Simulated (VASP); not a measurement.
Here is a VASP 6.6.1 calculation.

File INCAR:

```
SYSTEM = Pt
ALGO = Normal
EDIFF = 1E-7
EDIFFG = -0.02
ENCUT = 600
GGA = CA
IBRION = 2
ISIF = 3
ISMEAR = -1
LASPH = .True.
LCHARG = .False.
LREAL = .False.
LWAVE = .False.
NELM = 100
NSW = 80
PREC = Accurate
SIGMA = 0.05
```

KPOINTS

```
k-points
0
Gamma
  16 16 16
  0 0 0
```

The input POSCAR:

```
Pt
1.0
    2.5500000000      0.0000000000      0.0000000000
    0.0000000000      2.5500000000      0.0000000000
    0.0000000000      0.0000000000      2.5500000000
Pt
1
Direct
    0.0000000000      0.0000000000      0.0000000000
```

Potentials or basis: VASP PAW LDA potentials, release 64 (Pt).

Run with:

```bash
$ cat potpaw_LDA.64/Pt/POTCAR > POTCAR
$ mpirun -np 1 vasp_std > vasp.out
```

Q: What does it give for the relaxed cell?

A: a = 2.572 Å, b = 2.572 Å, c = 2.572 Å, α = 90.00°, β = 90.00°, γ = 90.00°.

Q: Predict the band gap on the k mesh.

A: Zero (bands 5 and 6 overlap by 3.41 eV).

Final structure:
```xyz
1
Lattice="2.5718 0.0000 0.0000 0.0000 2.5718 0.0000 0.0000 0.0000 2.5718" Properties=species:S:1:pos:R:3 pbc="T T T"
Pt    0.0000    0.0000    0.0000
```

Caveat: spin-orbit coupling is left out, which moves the levels of the heavy elements.
